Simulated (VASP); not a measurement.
# TiAl3 (Pmmm) in VASP: notebook

Runs on TiAl3. Level: PBE. Tasks: single point.

Everything below comes from runs of VASP 6.6.1. Logs are shortened: lines on timing, memory, paths and dates and some standing lists are left out, and cuts for length are marked.

## (1) The cell of the first run

The structure is orthorhombic, space group Pmmm (No. 47). Conventional cell: a = 2.878 Å, b = 4.024 Å, c = 5.640 Å, α = 90.00°, β = 90.00°, γ = 90.00°. Within 3.7 Å of Ti (site symmetry mmm) lie 10 Al at 2.82 to 2.84 Å and 2 Ti at 2.88 Å. Within 3.7 Å of Al (site symmetry mmm) lie 2 Ti at 2.82 Å and 10 Al at 2.86 to 2.88 Å. Al (site symmetry mm2) has 8 Al at 2.78 to 2.88 Å and 4 Ti at 2.84 Å within 3.7 Å.

## (2) Single point, PBE

File INCAR:

```
SYSTEM = TiAl3
PREC = Accurate ; ENCUT = 520
EDIFF = 1E-6 ; ISMEAR = 0
SIGMA = 0.1 ; LREAL = .FALSE.
LASPH = .TRUE. ; NELM = 100
ALGO = Normal ; ISIF = 2
LWAVE = .FALSE. ; LCHARG = .FALSE.
GGA = PE ; NBANDS = 18
```

File KPOINTS:

```
Automatic mesh
0
G
  6 4 4
  0 0 0
```

File POSCAR:

```
TiAl3
1.0
    2.8780853800      0.0000000000      0.0000000000
    0.0000000000      4.0237914400      0.0000000000
    0.0000000000      0.0000000000      5.6401443300
Ti Al
1 3
Direct
    0.0000000000      0.0000000000      0.0000000000
    0.0000000000      0.0000000000      0.5000000000
    0.5000000000      0.5000000000      0.7539245500
    0.5000000000      0.5000000000      0.2460754500
```

Potentials or basis: VASP PAW PBE potentials, release 64 (Ti_sv, Al).

Command:

```console
$ cat potpaw_PBE.64/Ti_sv/POTCAR potpaw_PBE.64/Al/POTCAR > POTCAR
$ mpirun -np 1 vasp_std > vasp.out
```

OUTCAR:

```text
SYSTEM = TiAl3
   PREC = Accurate
   ENCUT = 520
   EDIFF = 1E-6
   ISMEAR = 0
   LREAL = .FALSE.
   LASPH = .TRUE.
   NELM = 100
   ISIF = 2
   GGA = PE

 ion  position               nearest neighbor table
   1  0.000  0.000  0.000-   2 2.82   2 2.82   4 2.84   3 2.84   3 2.84   4 2.84   3 2.84   4 2.84
                             3 2.84   4 2.84
   2  0.000  0.000  0.500-   1 2.82   1 2.82   4 2.86   3 2.86   3 2.86   4 2.86   3 2.86   4 2.86
                             3 2.86   4 2.86
   3  0.500  0.500  0.754-   4 2.78   1 2.84   1 2.84   1 2.84   1 2.84   2 2.86   2 2.86   2 2.86
                             2 2.86   4 2.86
   4  0.500  0.500  0.246-   3 2.78   1 2.84   1 2.84   1 2.84   1 2.84   2 2.86   2 2.86   2 2.86
                             2 2.86   3 2.86

  LATTYP: Found a simple orthorhombic cell.
 ALAT       =     2.8780853800
 B/A-ratio  =     1.3980792467
 C/A-ratio  =     1.9596862446

  Lattice vectors:

 A1 = (   2.8780853800,   0.0000000000,   0.0000000000)
 A2 = (   0.0000000000,   4.0237914400,   0.0000000000)
 A3 = (   0.0000000000,   0.0000000000,   5.6401443300)

Analysis of symmetry for initial positions (statically):
=====================================================================
 Subroutine PRICEL returns:
 Original cell was already a primitive cell.

 Routine SETGRP: Setting up the symmetry group for a
 simple orthorhombic supercell.

 Subroutine GETGRP returns: Found  8 space group operations
 (whereof  8 operations were pure point group operations)
 out of a pool of  8 trial point group operations.

The static configuration has the point symmetry D_2h.

Analysis of symmetry for dynamics (positions and initial velocities):
=====================================================================
 Subroutine PRICEL returns:
 Original cell was already a primitive cell.

 Routine SETGRP: Setting up the symmetry group for a
 simple orthorhombic supercell.

 Subroutine GETGRP returns: Found  8 space group operations
 (whereof  8 operations were pure point group operations)
 out of a pool of  8 trial point group operations.

The dynamic configuration has the point symmetry D_2h.

 Subroutine INISYM returns: Found  8 space group operations
 (whereof  8 operations are pure point group operations),
 and found     1 'primitive' translations

----------------------------------------------------------------------------------------

[... 97 lines left out ...]
   LREAL  =      F    real-space projection
   EDIFFG = 0.1E-04   stopping-criterion for IOM
   NSW    =      0    number of steps for IOM
   IBRION =     -1    ionic relax: 0-MD 1-quasi-New 2-CG
   NFREE  =      0    steps in history (QN), initial steepest desc. (CG)
   ISIF   =      2    stress and relaxation
   ISYM   =      2    0-nonsym 1-usesym 2-fastsym
   POTIM  = 0.5000    time-step for ionic-motion
   TEBEG  =    0.0;   TEEND  =   0.0 temperature during run
   PSTRESS=    0.0 pullay stress
   NELECT =      21.0000    total number of electrons
   NUPDOWN=      -1.0000    fix difference up-down
   EMIN   =  10.00;   EMAX   =-10.00  energy-range for DOS
   EFERMI =   0.00;   METHOD = LEGACY
   ISMEAR =     0;   SIGMA  =   0.10  broadening in eV -4-tet -1-fermi 0-gaus
   EFERMI_NEDOS =   21; number of points for ismear=-14 and -15
   IALGO  =     38    algorithm
   IMIX   =      4    mixing-type and parameters
     AMIX     =   0.40;   BMIX     =  1.00
     AMIX_MAG =   1.60;   BMIX_MAG =  1.00
  volume/ion in A,a.u.               =      16.33       110.20
  Fermi-wavevector in a.u.,A,eV,Ry     =   1.121514  2.119355 17.113330  1.257794
  Thomas-Fermi vector in A             =   2.258168
   LORBIT       =      0    0 simple, 1 ext, 2 COOP (PROOUT), +10 PAW based schemes
   GGA     = PE    functional components
   LHFCALC =     F    Hartree Fock is set to
   AEXX    =    0.0000 exact exchange contribution
   IVDW    =     0    specifies the selected vdW correction
   LEPSILON=     F    determine dielectric tensor
   LRPA    =     F    only Hartree local field effects (RPA)
 non-spin polarized calculation
 Gauss-broadening in eV      SIGMA  =   0.10
  energy-cutoff  :      520.00
  volume of cell :       65.32
 maximum number of plane-waves:      1775
 NGX is ok and might be reduce to    24
   NGX = 11   NGY = 15   NGZ = 21

 number of electron      21.0000003 magnetization

 Free energy of the ion-electron system (eV)
  ---------------------------------------------------
  ext. energy  EPLUGINS =         0.00000000
  ---------------------------------------------------
  free energy    TOTEN  =       -20.04594893 eV

  energy without entropy =      -20.03578464  energy(sigma->0) =      -20.04086679

 E-fermi :   8.1467     XC(G=0): -10.6190

 val. band max:        8.1160455532   @ k =   0.0000   0.0000   0.0000
 cond. band min:       8.1672000972   @ k =   0.1667   0.2500   0.5000
 fundamental gap:      0.0511545440
 Fermi energy:         8.1466509713

 k-point     1 :       0.0000    0.0000    0.0000
  band No.  band energies     occupation
      1     -48.5111      2.00000
      2     -24.8615      2.00000
      3     -24.8126      2.00000
      4     -24.4897      2.00000
      5      -2.0910      2.00000
      6       2.6119      2.00000
[... 481 lines left out ...]
      5       3.5716      2.00000
      6       4.3804      2.00000
[... 10 lines left out ...]
     17      12.3352      0.00000
     18      12.7295      0.00000

 [... further k-points ...]

------------------------ aborting loop because EDIFF is reached ----------------------------------------

  FORCE on cell =-STRESS in cart. coord.  units (eV):
  Direction    XX          YY          ZZ          XY          YZ          ZX
  --------------------------------------------------------------------------------------
  -------------------------------------------------------------------------------------
  Total        1.4364962     -0.2583835     -1.5429136      0.0000000      0.0000000      0.0000000
  in kB       35.2359272     -6.3379084    -37.8462493      0.0000000      0.0000000      0.0000000
  external PRESSURE =      -2.9827435 kB  Pullay stress =       0.0000000 kB

 VOLUME and BASIS-vectors are now :
 -----------------------------------------------------------------------------
  energy-cutoff  :      520.00
  volume of cell :       65.32
      direct lattice vectors                 reciprocal lattice vectors
     2.878085380  0.000000000  0.000000000     0.347453209  0.000000000  0.000000000
     0.000000000  4.023791440  0.000000000     0.000000000  0.248521827  0.000000000
     0.000000000  0.000000000  5.640144330     0.000000000  0.000000000  0.177300427

 POSITION                                       TOTAL-FORCE (eV/Angst)
 -----------------------------------------------------------------------------------
      0.00000      0.00000      0.00000         0.000000      0.000000      0.000000
      0.00000      0.00000      2.82007         0.000000      0.000000      0.000000
      1.43904      2.01190      4.25224         0.000000     -0.000000      0.073334
      1.43904      2.01190      1.38790        -0.000000      0.000000     -0.073334
 -----------------------------------------------------------------------------------
    total drift:                                0.000000      0.000000     -0.000000

  FREE ENERGIE OF THE ION-ELECTRON SYSTEM (eV)
  ---------------------------------------------------
  free  energy   TOTEN  =       -20.0459489307 eV

  energy  without entropy=      -20.0357846449  energy(sigma->0) =      -20.04086679
```

OSZICAR:

```text
N       E                     dE             d eps       ncg     rms          rms(c)
DAV:   1     0.121746902694E+03    0.12175E+03   -0.92259E+03  1296   0.107E+03
DAV:   2    -0.125574611144E+02   -0.13430E+03   -0.13101E+03  1336   0.281E+02
DAV:   3    -0.215999777581E+02   -0.90425E+01   -0.88611E+01  2102   0.668E+01
DAV:   4    -0.218404209179E+02   -0.24044E+00   -0.23979E+00  1568   0.100E+01
DAV:   5    -0.218499849987E+02   -0.95641E-02   -0.95610E-02  1976   0.190E+00    0.101E+01
DAV:   6    -0.211581637966E+02    0.69182E+00   -0.21852E+01  1736   0.326E+01    0.746E+00
DAV:   7    -0.201294666876E+02    0.10287E+01   -0.96679E+00  1682   0.199E+01    0.290E+00
DAV:   8    -0.200536862928E+02    0.75780E-01   -0.64776E-01  1620   0.630E+00    0.915E-01
DAV:   9    -0.200459796911E+02    0.77066E-02   -0.76421E-02  1710   0.206E+00    0.289E-01
DAV:  10    -0.200459994255E+02   -0.19734E-04   -0.42292E-03  1484   0.463E-01    0.129E-01
DAV:  11    -0.200460668110E+02   -0.67385E-04   -0.27071E-03  1760   0.375E-01    0.118E-01
DAV:  12    -0.200459529058E+02    0.11391E-03   -0.97316E-04  1684   0.247E-01    0.213E-02
DAV:  13    -0.200459493124E+02    0.35934E-05   -0.44111E-05  1644   0.632E-02    0.545E-03
DAV:  14    -0.200459489307E+02    0.38170E-06   -0.34807E-06  1368   0.164E-02
   1 F= -.20045949E+02 E0= -.20040867E+02  d E =-.101643E-01
```

Run time: 13 s. Hardware: 1 thread of Intel Xeon 6975P-C (Granite Rapids), shared host; peak memory 0.19 GiB.

What came out:

| Property | Result |
| --- | --- |
| Free energy | -20.0459 eV |
| Pressure | -0.3 GPa |
| Largest force | 0.073 eV/Å |

Forces on the atoms (eV/Å):
```
Ti   0.000  0.000  0.000
Al   0.000  0.000  0.000
Al   0.000  0.000  0.073
Al   0.000  0.000 -0.073
```

Caveat: the k points lie up to 0.39 Å⁻¹ apart.

## (3) Single point, PBE, collinear spin, ferromagnetic start

File INCAR:

```
SYSTEM = TiAl3
PREC = Accurate
ENCUT = 520
EDIFF = 1E-6
ISMEAR = 0
SIGMA = 0.1
LREAL = .FALSE.
LASPH = .TRUE.
NELM = 150
ALGO = Fast
ISIF = 2
LWAVE = .FALSE.
LCHARG = .TRUE.
ISPIN = 2
MAGMOM = 1 0 0 0
LORBIT = 11
LMAXMIX = 4
GGA = PE
LELF = .TRUE.
LVHAR = .TRUE.
NBANDS = 22
```

File KPOINTS:

```
regular mesh
0
G
  6 4 4
  0 0 0
```

POSCAR is that of step 2.

Potentials or basis: VASP PAW PBE potentials, release 64 (Ti_sv, Al).

Command:

```console
$ cat potpaw_PBE.64/Ti_sv/POTCAR potpaw_PBE.64/Al/POTCAR > POTCAR
$ mpirun -np 1 vasp_std > vasp.out
```

OUTCAR:

```text
SYSTEM = TiAl3
   PREC = Accurate
   ENCUT = 520
   EDIFF = 1E-6
   ISMEAR = 0
   LREAL = .FALSE.
   LASPH = .TRUE.
   NELM = 150
   ISIF = 2
   ISPIN = 2
   LORBIT = 11
   GGA = PE

 ion  position               nearest neighbor table
   1  0.000  0.000  0.000-   2 2.82   2 2.82   4 2.84   3 2.84   3 2.84   4 2.84   3 2.84   4 2.84
                             3 2.84   4 2.84
   2  0.000  0.000  0.500-   1 2.82   1 2.82   4 2.86   3 2.86   3 2.86   4 2.86   3 2.86   4 2.86
                             3 2.86   4 2.86
   3  0.500  0.500  0.754-   4 2.78   1 2.84   1 2.84   1 2.84   1 2.84   2 2.86   2 2.86   2 2.86
                             2 2.86   4 2.86
   4  0.500  0.500  0.246-   3 2.78   1 2.84   1 2.84   1 2.84   1 2.84   2 2.86   2 2.86   2 2.86
                             2 2.86   3 2.86

  LATTYP: Found a simple orthorhombic cell.
 ALAT       =     2.8780853800
 B/A-ratio  =     1.3980792467
 C/A-ratio  =     1.9596862446

  Lattice vectors:

 A1 = (   2.8780853800,   0.0000000000,   0.0000000000)
[... 1415 lines left out ...]

  FORCE on cell =-STRESS in cart. coord.  units (eV):
  Direction    XX          YY          ZZ          XY          YZ          ZX
  --------------------------------------------------------------------------------------
  -------------------------------------------------------------------------------------
  Total        1.4369414     -0.2572301     -1.5416467     -0.0000000      0.0000000      0.0000000
  in kB       35.2468472     -6.3096181    -37.8151714     -0.0000000      0.0000000      0.0000000
  external PRESSURE =      -2.9593141 kB  Pullay stress =       0.0000000 kB

 VOLUME and BASIS-vectors are now :
 -----------------------------------------------------------------------------
  energy-cutoff  :      520.00
  volume of cell :       65.32
      direct lattice vectors                 reciprocal lattice vectors
     2.878085380  0.000000000  0.000000000     0.347453209  0.000000000  0.000000000
     0.000000000  4.023791440  0.000000000     0.000000000  0.248521827  0.000000000
     0.000000000  0.000000000  5.640144330     0.000000000  0.000000000  0.177300427

 POSITION                                       TOTAL-FORCE (eV/Angst)
 -----------------------------------------------------------------------------------
      0.00000      0.00000      0.00000         0.000000      0.000000      0.000000
      0.00000      0.00000      2.82007         0.000000      0.000000      0.000000
      1.43904      2.01190      4.25224         0.000000      0.000000      0.073484
      1.43904      2.01190      1.38790         0.000000      0.000000     -0.073484
 -----------------------------------------------------------------------------------
    total drift:                                0.000000      0.000000     -0.000000

  FREE ENERGIE OF THE ION-ELECTRON SYSTEM (eV)
  ---------------------------------------------------
  free  energy   TOTEN  =       -20.0459477694 eV

  energy  without entropy=      -20.0357831671  energy(sigma->0) =      -20.04086547

 total charge

# of ion       s       p       d       tot
------------------------------------------
    1        2.191   6.115   1.966  10.272
    2        0.442   0.335   0.000   0.777
    3        0.411   0.388   0.000   0.799
    4        0.411   0.388   0.000   0.799
--------------------------------------------------
tot          3.454   7.227   1.966  12.646

 magnetization (x)

# of ion       s       p       d       tot
------------------------------------------
    1        0.000   0.000   0.000   0.000
    2        0.000  -0.000   0.000  -0.000
    3       -0.000  -0.000   0.000  -0.000
    4       -0.000  -0.000   0.000  -0.000
--------------------------------------------------
tot          0.000  -0.000   0.000   0.000
```

OSZICAR:

```text
N       E                     dE             d eps       ncg     rms          rms(c)
DAV:   1     0.127169973854E+03    0.12717E+03   -0.91116E+03  3168   0.903E+02
DAV:   2    -0.130491168900E+02   -0.14022E+03   -0.13472E+03  3234   0.249E+02
DAV:   3    -0.213890572973E+02   -0.83399E+01   -0.81737E+01  4500   0.571E+01
[... 15 lines left out ...]
RMM:  19    -0.200459408994E+02   -0.48670E-05   -0.50156E-05  3641   0.191E-02    0.449E-03
RMM:  20    -0.200459442483E+02   -0.33489E-05   -0.33417E-05  3525   0.154E-02    0.592E-04
RMM:  21    -0.200459459380E+02   -0.16896E-05   -0.16985E-05  3049   0.100E-02    0.117E-03
RMM:  22    -0.200459471322E+02   -0.11943E-05   -0.12005E-05  2891   0.839E-03    0.226E-04
RMM:  23    -0.200459477694E+02   -0.63713E-06   -0.64502E-06  2523   0.626E-03
   1 F= -.20045948E+02 E0= -.20040865E+02  d E =-.101646E-01  mag=     0.0000
```

Run time: 58 s. Hardware: 1 thread of Intel Xeon 6975P-C (Granite Rapids), shared host; peak memory 0.24 GiB.

Results:

| Quantity | Value |
| --- | --- |
| Free energy | -20.0459 eV |
| Pressure | -0.3 GPa |
| Largest force | 0.073 eV/Å |
| Net moment | 0.00 μB per cell |
| Valence electrons inside the program's atomic spheres | Ti 10.27; Al 0.78, 0.80 |

Forces in eV/Å, atoms in the order of the input:
```
Ti   0.000  0.000  0.000
Al   0.000  0.000  0.000
Al   0.000  0.000  0.073
Al   0.000  0.000 -0.073
```

Levels at points of the mesh, in eV from the Fermi level:
Spin up:
```tsv
k point	band 6	band 7	band 8	band 9	band 10	band 11	band 12	band 13	band 14	band 15
(0.00, 0.00, 0.00)	-5.53	-5.50	-1.86	-1.40	-0.79	-0.03	2.16	2.18	2.24	3.63
(0.50, 0.00, 0.00)	-5.80	-2.61	-1.67	-1.63	-1.34	-1.20	0.62	1.89	2.45	3.32
(0.00, 0.50, 0.00)	-7.69	-4.54	-3.62	-2.99	-1.97	0.96	1.52	1.81	2.21	2.71
(0.50, 0.50, 0.00)	-3.86	-3.57	-3.30	-1.72	-1.70	-1.47	1.13	1.45	1.52	1.70
(0.00, 0.00, 0.50)	-8.27	-2.36	-2.25	-0.87	-0.08	0.35	0.58	1.81	2.09	2.19
(0.50, 0.00, 0.50)	-5.05	-4.00	-3.96	-1.08	-0.14	0.03	0.24	2.50	3.18	3.88
(0.00, 0.50, 0.50)	-7.19	-6.63	-4.95	-0.82	-0.53	1.06	1.52	1.82	2.17	3.61
(0.50, 0.50, 0.50)	-3.82	-3.65	-3.10	-2.48	-2.24	-1.09	-0.80	0.84	1.47	1.72
```
Spin down:
```
           k point  band 6  band 7  band 8  band 9  band 10  band 11  band 12  band 13  band 14  band 15
(0.00, 0.00, 0.00)   -5.53   -5.50   -1.86   -1.40    -0.79    -0.03     2.16     2.18     2.24     3.63
(0.50, 0.00, 0.00)   -5.80   -2.61   -1.67   -1.63    -1.34    -1.20     0.62     1.89     2.45     3.32
(0.00, 0.50, 0.00)   -7.69   -4.54   -3.62   -2.99    -1.97     0.96     1.52     1.81     2.21     2.71
(0.50, 0.50, 0.00)   -3.86   -3.57   -3.30   -1.72    -1.70    -1.47     1.13     1.45     1.52     1.70
(0.00, 0.00, 0.50)   -8.27   -2.36   -2.25   -0.87    -0.08     0.35     0.58     1.81     2.09     2.19
(0.50, 0.00, 0.50)   -5.05   -4.00   -3.96   -1.08    -0.14     0.03     0.24     2.50     3.18     3.94
(0.00, 0.50, 0.50)   -7.19   -6.63   -4.95   -0.82    -0.53     1.06     1.52     1.82     2.17     3.61
(0.50, 0.50, 0.50)   -3.82   -3.65   -3.10   -2.48    -2.24    -1.09    -0.80     0.84     1.47     1.72
```

Caveat: the k points lie up to 0.39 Å⁻¹ apart.

[end of part 1 of 2]
